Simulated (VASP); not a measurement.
# PbSe (I4mm) in VASP: single point with PBEsol

Aim: the single point of PbSe with PBEsol.

Everything below comes from runs of VASP 6.6.1. Logs are shortened: lines on timing, memory, paths and dates and some standing lists are left out, and cuts for length are marked.

## 1. The cell of the first run

Symmetry: I4mm, No. 107, tetragonal system. The conventional cell has a = 4.257 Å, b = 4.257 Å, c = 5.653 Å, α = 90.00°, β = 90.00°, γ = 90.00°. Within 3.5 Å of Pb (site symmetry 4mm) lie 6 Se at 2.64 to 3.02 Å. Se (site symmetry 4mm) has 6 Pb at 2.64 to 3.02 Å within 3.5 Å.

## 2. Single point, PBEsol (strained and its atoms moved)

Input file INCAR:

```
PREC = Accurate
ENCUT = 520
EDIFF = 1E-6
ISMEAR = 0
SIGMA = 0.05
LREAL = False
LASPH = True
NELM = 80
ALGO = Normal
ISIF = 2
LWAVE = False
LCHARG = False
GGA = PS
NBANDS = 17
```

Input file KPOINTS:

```
Automatic mesh
0
Gamma
  10 10 10
```

Input file POSCAR:

```
PbSe
1.0
    0.0000000000      2.8265481790      3.0102771790
    3.0102771790      0.0000000000      3.0102771790
    3.0102771790      2.8265481790      0.0000000000
Pb Se
1 1
Direct
    0.0163283967     -0.0163283967      0.0163283967
    0.4836716033      0.5163283967      0.4836716033
```

Potentials or basis: VASP PAW PBE potentials, release 64 (Pb_d, Se).

Run with:

```sh
cat potpaw_PBE.64/Pb_d/POTCAR potpaw_PBE.64/Se/POTCAR > POTCAR
mpirun -np 1 vasp_std > vasp.out
```

OUTCAR:

```text
PREC = Accurate
   ENCUT = 520
   EDIFF = 1E-6
   ISMEAR = 0
   LREAL = False
   LASPH = True
   NELM = 80
   ISIF = 2
   GGA = PS

 ion  position               nearest neighbor table
   1  0.016  0.984  0.016-   2 2.64   2 3.01   2 3.02   2 3.02   2 3.02   2 3.02
   2  0.484  0.516  0.484-   1 2.64   1 3.01   1 3.02   1 3.02   1 3.02   1 3.02

  LATTYP: Found a body centered tetragonal cell.
 ALAT       =     4.2571748130
 C/A-ratio  =     1.3278985727

  Lattice vectors:

 A1 = (   0.0000000000,  -2.8265481790,   3.0102771790)
 A2 = (   0.0000000000,  -2.8265481790,  -3.0102771790)
 A3 = (   3.0102771790,   2.8265481790,   0.0000000000)

Analysis of symmetry for initial positions (statically):
=====================================================================
 Subroutine PRICEL returns:
 Original cell was already a primitive cell.

 Routine SETGRP: Setting up the symmetry group for a
 body centered tetragonal supercell.

 Subroutine GETGRP returns: Found  8 space group operations
 (whereof  8 operations were pure point group operations)
 out of a pool of 16 trial point group operations.

The static configuration has the point symmetry C_4v.

Analysis of symmetry for dynamics (positions and initial velocities):
=====================================================================
 Subroutine PRICEL returns:
 Original cell was already a primitive cell.

 Routine SETGRP: Setting up the symmetry group for a
 body centered tetragonal supercell.

 Subroutine GETGRP returns: Found  8 space group operations
 (whereof  8 operations were pure point group operations)
 out of a pool of 16 trial point group operations.

The dynamic configuration has the point symmetry C_4v.

 Subroutine INISYM returns: Found  8 space group operations
 (whereof  8 operations are pure point group operations),
 and found     1 'primitive' translations

----------------------------------------------------------------------------------------

                                     Primitive cell

  volume of cell :      51.2271

  direct lattice vectors                    reciprocal lattice vectors
     0.000000000  2.826548179  3.010277179    -0.166097662  0.176894207  0.166097662
     3.010277179  0.000000000  3.010277179     0.166097662 -0.176894207  0.166097662
     3.010277179  2.826548179  0.000000000     0.166097662  0.176894207 -0.166097662

  length of vectors
     4.129303004  4.257174813  4.129303004     0.294055143  0.294055143  0.294055143

  position of ions in fractional coordinates (direct lattice)
     0.016328397  0.983671603  0.016328397
     0.483671603  0.516328397  0.483671603

  ion indices of the primitive-cell ions
   primitive index   ion index
                 1           1
                 2           2

----------------------------------------------------------------------------------------

 KPOINTS: Automatic mesh

Automatic generation of k-mesh.
 Grid dimensions read from file:
 generate k-points for:   10   10   10

 Generating k-lattice:

  Cartesian coordinates                     Fractional coordinates (reciprocal lattice)
    -0.016609766  0.017689421  0.016609766     0.100000000  0.000000000 -0.000000000
     0.016609766 -0.017689421  0.016609766     0.000000000  0.100000000  0.000000000
     0.016609766  0.017689421 -0.016609766    -0.000000000  0.000000000  0.100000000

  Length of vectors
     0.029405514  0.029405514  0.029405514

  Shift w.r.t. Gamma in fractional coordinates (k-lattice)
     0.000000000  0.000000000  0.000000000

 Subroutine IBZKPT returns following result:
 ===========================================

 Found    102 irreducible k-points:

 Following reciprocal coordinates:
            Coordinates               Weight
  0.000000  0.000000  0.000000      1.000000
  0.100000  0.000000  0.000000      8.000000
  0.200000  0.000000  0.000000      8.000000
  0.300000  0.000000 -0.000000      8.000000
  0.400000  0.000000  0.000000      8.000000
  0.500000  0.000000 -0.000000      4.000000
[... 16 lines left out ...]
  0.300000  0.300000  0.000000      4.000000
  0.400000  0.300000  0.000000     16.000000
 [... further k-points ...]
   k-points           NKPTS =    102   k-points in BZ     NKDIM =    102   number of bands    NBANDS=     17
   number of dos      NEDOS =    301   number of ions     NIONS =      2
   total plane-waves  NPLWV =  32768
   dimension x,y,z NGX =    32 NGY =   32 NGZ =   32
   dimension x,y,z NGXF=    64 NGYF=   64 NGZF=   64
   ions per type =               1   1
   NGX,Y,Z   is equivalent  to a cutoff of  12.88, 12.50, 12.88 a.u.
   NGXF,Y,Z  is equivalent  to a cutoff of  25.77, 24.99, 25.77 a.u.
 SYSTEM =  unknown system
   PREC   = accura    normal or accurate (medium, high low for compatibility)
   ISTART =      0    job   : 0-new  1-cont  2-samecut
   ICHARG =      2    charge: 1-file 2-atom 10-const
   ISPIN  =      1    spin polarized calculation?
   LNONCOLLINEAR =      F non collinear calculations
   LSORBIT =      F    spin-orbit coupling
   LASPH  =      T    aspherical Exc in radial PAW
   ENCUT  =  520.0 eV  38.22 Ry    6.18 a.u.   7.68  7.92  7.68*2*pi/ulx,y,z
   NELM   =     80;   NELMIN=  2; NELMDL= -5     # of ELM steps
   EDIFF  = 0.1E-05   stopping-criterion for ELM
   LREAL  =      F    real-space projection
   EDIFFG = 0.1E-04   stopping-criterion for IOM
   NSW    =      0    number of steps for IOM
   IBRION =     -1    ionic relax: 0-MD 1-quasi-New 2-CG
   NFREE  =      0    steps in history (QN), initial steepest desc. (CG)
   ISIF   =      2    stress and relaxation
   ISYM   =      2    0-nonsym 1-usesym 2-fastsym
   POTIM  = 0.5000    time-step for ionic-motion
   TEBEG  =    0.0;   TEEND  =   0.0 temperature during run
   PSTRESS=    0.0 pullay stress
   NELECT =      20.0000    total number of electrons
   NUPDOWN=      -1.0000    fix difference up-down
   EMIN   =  10.00;   EMAX   =-10.00  energy-range for DOS
   EFERMI =   0.00;   METHOD = LEGACY
   ISMEAR =     0;   SIGMA  =   0.05  broadening in eV -4-tet -1-fermi 0-gaus
   EFERMI_NEDOS =   21; number of points for ismear=-14 and -15
   IALGO  =     38    algorithm
   IMIX   =      4    mixing-type and parameters
     AMIX     =   0.40;   BMIX     =  1.00
     AMIX_MAG =   1.60;   BMIX_MAG =  1.00
  volume/ion in A,a.u.               =      25.61       172.85
  Fermi-wavevector in a.u.,A,eV,Ry     =   1.196516  2.261087 19.478776  1.431650
  Thomas-Fermi vector in A             =   2.332454
   LORBIT       =      0    0 simple, 1 ext, 2 COOP (PROOUT), +10 PAW based schemes
   GGA     = PS    functional components
   LHFCALC =     F    Hartree Fock is set to
   AEXX    =    0.0000 exact exchange contribution
   IVDW    =     0    specifies the selected vdW correction
   LEPSILON=     F    determine dielectric tensor
   LRPA    =     F    only Hartree local field effects (RPA)
 non-spin polarized calculation
 Gauss-broadening in eV      SIGMA  =   0.05
  energy-cutoff  :      520.00
  volume of cell :       51.23
 maximum number of plane-waves:      1394
   NGX = 15   NGY = 15   NGZ = 15

 number of electron      19.9999995 magnetization

 Free energy of the ion-electron system (eV)
  ---------------------------------------------------
  ext. energy  EPLUGINS =         0.00000000
  ---------------------------------------------------
  free energy    TOTEN  =        -8.63835112 eV

  energy without entropy =       -8.63835112  energy(sigma->0) =       -8.63835112

 E-fermi :   6.3666     XC(G=0): -10.2328

 val. band max:        6.1337246085   @ k =  -0.2000   0.2000  -0.0000
 cond. band min:       6.7653205878   @ k =   0.5000   0.0000  -0.0000
 fundamental gap:      0.6315959793
 Fermi energy:         6.3666454518

 k-point     1 :       0.0000    0.0000    0.0000
  band No.  band energies     occupation
      1     -10.6354      2.00000
      2     -10.6042      2.00000
      3     -10.5886      2.00000
      4     -10.5879      2.00000
      5     -10.5879      2.00000
      6      -8.3155      2.00000
[... 9 lines left out ...]
     16      12.8274      0.00000
     17      14.0445      0.00000

 k-point     2 :       0.1000    0.0000    0.0000
  band No.  band energies     occupation
      1     -10.6389      2.00000
      2     -10.6062      2.00000
      3     -10.5883      2.00000
      4     -10.5844      2.00000
      5     -10.5832      2.00000
      6      -8.2237      2.00000
[... 9 lines left out ...]
     16      13.0225      0.00000
     17      15.0064      0.00000

 k-point     3 :       0.2000    0.0000    0.0000
  band No.  band energies     occupation
      1     -10.6490      2.00000
      2     -10.6140      2.00000
      3     -10.5884      2.00000
      4     -10.5738      2.00000
      5     -10.5682      2.00000
      6      -7.9592      2.00000
[... 9 lines left out ...]
     16      13.5123      0.00000
     17      16.6221      0.00000

 k-point     4 :       0.3000    0.0000   -0.0000
  band No.  band energies     occupation
      1     -10.6621      2.00000
      2     -10.6247      2.00000
      3     -10.5893      2.00000
      4     -10.5601      2.00000
      5     -10.5486      2.00000
      6      -7.5654      2.00000
[... 9 lines left out ...]
     16      14.4682      0.00000
     17      18.3173      0.00000
[... 343 lines left out ...]
      1     -10.6713      2.00000
      2     -10.6246      2.00000
      3     -10.5870      2.00000
      4     -10.5616      2.00000
      5     -10.5457      2.00000
      6      -7.4021      2.00000
[... 9 lines left out ...]
     16      15.5692      0.00000
     17      16.4971      0.00000

 k-point    23 :       0.3000    0.3000    0.0000
  band No.  band energies     occupation
      1     -10.7672      2.00000
      2     -10.6066      2.00000
      3     -10.5892      2.00000
      4     -10.5563      2.00000
      5     -10.5326      2.00000
      6      -7.2893      2.00000
[... 9 lines left out ...]
     16      16.7349      0.00000
     17      17.0104      0.00000

 k-point    24 :       0.4000    0.3000    0.0000
  band No.  band energies     occupation
      1     -10.7942      2.00000
      2     -10.6066      2.00000
      3     -10.5897      2.00000
      4     -10.5504      2.00000
      5     -10.5218      2.00000
      6      -6.9699      2.00000
[... 9 lines left out ...]
     16      17.3222      0.00000
     17      17.7186      0.00000

 [... further k-points ...]

------------------------ aborting loop because EDIFF is reached ----------------------------------------

  FORCE on cell =-STRESS in cart. coord.  units (eV):
  Direction    XX          YY          ZZ          XY          YZ          ZX
  --------------------------------------------------------------------------------------
  -------------------------------------------------------------------------------------
  Total        1.0453248      6.3692050      1.0453248     -0.0000000     -0.0000000      0.0000000
  in kB       32.6935783    199.2032629     32.6935783     -0.0000000     -0.0000000      0.0000000
  external PRESSURE =      88.1968065 kB  Pullay stress =       0.0000000 kB

 VOLUME and BASIS-vectors are now :
 -----------------------------------------------------------------------------
  energy-cutoff  :      520.00
  volume of cell :       51.23
      direct lattice vectors                 reciprocal lattice vectors
     0.000000000  2.826548179  3.010277179    -0.166097662  0.176894207  0.166097662
     3.010277179  0.000000000  3.010277179     0.166097662 -0.176894207  0.166097662
     3.010277179  2.826548179  0.000000000     0.166097662  0.176894207 -0.166097662

 POSITION                                       TOTAL-FORCE (eV/Angst)
 -----------------------------------------------------------------------------------
      3.01028      0.09231      3.01028         0.000000     -0.917135      0.000000
      3.01028      2.73424      3.01028         0.000000      0.917135      0.000000
 -----------------------------------------------------------------------------------
    total drift:                               -0.000000      0.000093     -0.000000

  FREE ENERGIE OF THE ION-ELECTRON SYSTEM (eV)
  ---------------------------------------------------
  free  energy   TOTEN  =        -8.6383511213 eV

  energy  without entropy=       -8.6383511213  energy(sigma->0) =       -8.63835112
```

It took 45 s on 1 thread of AMD EPYC 9R45 (Zen 5), shared host; peak memory 0.21 GiB.

What came out:

| Quantity | Value |
| --- | --- |
| Free energy | -8.6384 eV |
| Pressure | 8.8 GPa |
| Largest force | 0.917 eV/Å |
| Band gap on the k mesh | 0.63 eV, indirect (the least direct gap lies 3.9 meV higher) |

Forces in eV/Å, atoms in the order of the input:
```
Pb   0.000 -0.917  0.000
Se   0.000  0.917  0.000
```

Caveat: the cell differs from its parent crystal (strained and its atoms moved); the PAW data sets were made with another functional, which shifts forces and pressure a little; spin-orbit coupling is left out, which moves the levels of the heavy elements. A k mesh can miss the band edges.
